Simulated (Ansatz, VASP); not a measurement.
**WS2: VASP beside Ansatz**

The input INCAR:

```
SYSTEM = WS2
PREC = Accurate
ENCUT = 600
EDIFF = 1E-6
ISMEAR = 0
SIGMA = 0.02
LREAL = .False.
LASPH = .True.
NELM = 80
ALGO = Normal
ISIF = 3
LWAVE = .False.
LCHARG = .False.
GGA = PS
IVDW = 12
IBRION = 2
NSW = 100
EDIFFG = -0.005
```

Contents of KPOINTS:

```
Automatic mesh
0
Gamma
  12 12 4
  0 0 0
```

File POSCAR:

```
WS2
1.0
    3.1147478117      0.0000000000      0.0000000000
   -1.5573739059      2.6974507313      0.0000000000
    0.0000000000      0.0000000000     11.7718577107
W S
2 4
Direct
    0.3333333333      0.6666666667      0.2500000000
    0.6666666667      0.3333333333      0.7500000000
    0.3333333333      0.6666666667      0.6164486908
    0.6666666667      0.3333333333      0.1164486908
    0.3333333333      0.6666666667      0.8835513092
    0.6666666667      0.3333333333      0.3835513092
```

Input for Ansatz:

```yaml
crystal:
  lattice:
    - [3.1147478117, 0.0, 0.0]
    - [-1.5573739059, 2.6974507313, 0.0]
    - [0.0, 0.0, 11.7718577107]
  atoms:
    - { symbol: W, position: [0.3333333333, 0.6666666667, 0.25] }
    - { symbol: W, position: [0.6666666667, 0.3333333333, 0.75] }
    - { symbol: S, position: [0.3333333333, 0.6666666667, 0.6164486908] }
    - { symbol: S, position: [0.6666666667, 0.3333333333, 0.1164486908] }
    - { symbol: S, position: [0.3333333333, 0.6666666667, 0.8835513092] }
    - { symbol: S, position: [0.6666666667, 0.3333333333, 0.3835513092] }
basis:
  ecutwfc: 420
kpoints:
  mp_grid: { grid: [12, 12, 4] }
hamiltonian:
  xc: pbesol
  dispersion: d3bj
scf:
  occupations: { method: gaussian, width: 0.02 }
output:
  forces: true
  stress: true
  eigenvalues: true
  write_density: true
  write_potential: true
  elf: true
  volumetric_format: npy
relax:
  adjacent_minimum: "off"
  f_tol: 0.005
  max_steps: 80
  cell: { stress_tol: 0.05 }
```

Alike in both runs: task relaxation of cell and atoms; functional PBEsol; dispersion D3(BJ); k mesh 12 × 12 × 4; occupations gaussian, width 0.02 eV; no spin polarisation.

|  | VASP | Ansatz |
| --- | --- | --- |
| version | VASP 6.6.1 | Ansatz 0.2.0 |
| potentials or method | VASP PAW PBE potentials, release 64 (W_sv, S), cutoff 600 eV | scalar-relativistic, plane waves, PAW |
| valence electrons in the cell | 52 | 52 |

```tsv
	VASP	Ansatz	Ansatz less VASP
gap on the k mesh at the Fermi level, each at its own relaxed structure (eV)	0.68	0.66	-0.023
relaxed volume (Å³/atom)	16.50	16.48	-0.015
relaxed length of the cell vector where the two differ most in proportion (Å)	11.776	11.772	-0.0041
```

VASP's potentials were made for PBE, not for PBEsol.

Neither program's run includes spin-orbit coupling.
